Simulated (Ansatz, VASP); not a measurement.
**One calculation of C, two programs**

```
C
1.0
     0.00000    1.78581    1.78581
     1.78581    0.00000    1.78581
     1.78581    1.78581    0.00000
C
2
Cartesian
  0.0000 0.0000 0.0000
  0.8929 0.8929 0.8929
```

Alike in both runs: functional PBE; k mesh 12 × 12 × 12; occupations gaussian, width 0.02 eV; no spin polarisation.

Ansatz relaxed the structure, and its values are those at the end. VASP's run is a single point on that final structure, the one shown.

```csv
,VASP,Ansatz
version,VASP 6.6.1,Ansatz 0.2.0
potentials or method,"VASP PAW PBE potentials, release 64 (C), cutoff 600 eV","scalar-relativistic, plane waves, PAW"
valence electrons in the cell,8,8
```

Ansatz gave:

* gap on the k mesh at the Fermi level (eV): 4.15
* least direct gap on the mesh (eV): 5.58
* pressure (GPa): 0.0

Q: Estimate VASP's values.

A: gap on the k mesh at the Fermi level (eV): 4.14; least direct gap on the mesh (eV): 5.58; pressure (GPa): 0.0.
